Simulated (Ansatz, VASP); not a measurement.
## Two plane-wave programs on Ge4P3Ru

The input INCAR:

```
SYSTEM = Ge4P3Ru
PREC = Accurate ; ENCUT = 520
EDIFF = 1E-7 ; ISMEAR = 0
SIGMA = 0.1 ; LREAL = .FALSE.
LASPH = .TRUE. ; NELM = 60
ALGO = Normal ; ISIF = 2
LWAVE = .FALSE. ; LCHARG = .FALSE.
GGA = PE ; NBANDS = 52
```

Contents of KPOINTS:

```
Automatic mesh
0
G
  4 4 4
  0 0 0
```

POSCAR

```
Ge4P3Ru
1.0
    5.2334874500      0.0000000000      0.0000000000
    0.0000000000      5.2334874500      0.0000000000
    0.0000000000      0.0000000000      5.2334874500
Ge P Ru
4 3 1
Direct
    0.5000000000      0.0000000000      0.0000000000
    0.5000000000      0.5000000000      0.5000000000
    0.0000000000      0.0000000000      0.5000000000
    0.0000000000      0.5000000000      0.0000000000
    0.0000000000      0.5000000000      0.5000000000
    0.5000000000      0.5000000000      0.0000000000
    0.5000000000      0.0000000000      0.5000000000
    0.0000000000      0.0000000000      0.0000000000
```

Input for Ansatz:

```yaml
crystal:
  lattice:
    - [5.23348745, 0.0, 0.0]
    - [0.0, 5.23348745, 0.0]
    - [0.0, 0.0, 5.23348745]
  atoms:
    - { symbol: Ge, position: [0.5, 0.0, 0.0] }
    - { symbol: Ge, position: [0.5, 0.5, 0.5] }
    - { symbol: Ge, position: [0.0, 0.0, 0.5] }
    - { symbol: Ge, position: [0.0, 0.5, 0.0] }
    - { symbol: P, position: [0.0, 0.5, 0.5] }
    - { symbol: P, position: [0.5, 0.5, 0.0] }
    - { symbol: P, position: [0.5, 0.0, 0.5] }
    - { symbol: Ru, position: [0.0, 0.0, 0.0] }
basis:
  ecutwfc: 420
kpoints:
  mp_grid: { grid: [4, 4, 4] }
hamiltonian:
  xc: pbe
scf:
  occupations: { method: gaussian, width: 0.1 }
  lower_state_search: "off"
output:
  forces: true
  stress: true
  eigenvalues: true
```

Change from the starting cell: species swapped into the Zr4BN3 type (Pm-3m, No. 221).

Alike in both runs: task single point; functional PBE; k mesh 4 × 4 × 4; occupations gaussian, width 0.1 eV; no spin polarisation.

|  | VASP | Ansatz |
| --- | --- | --- |
| version | VASP 6.6.1 | Ansatz 0.2.0 |
| potentials or method | VASP PAW PBE potentials, release 64 (Ge_d, P, Ru_pv), cutoff 520 eV | scalar-relativistic, plane waves, PAW |
| valence electrons in the cell | 85 | 87 |

```tsv
	VASP	Ansatz	Ansatz less VASP
gap on the k mesh at the Fermi level (eV)	none	none	-
pressure (GPa)	-4.1	-4.1	+0.01
```

A gap of «none» marks a metal or a gap that the smearing closes. VASP's potentials hold 85 valence electrons a cell and Ansatz's 87, so a difference there can come from the potentials and not from the codes.
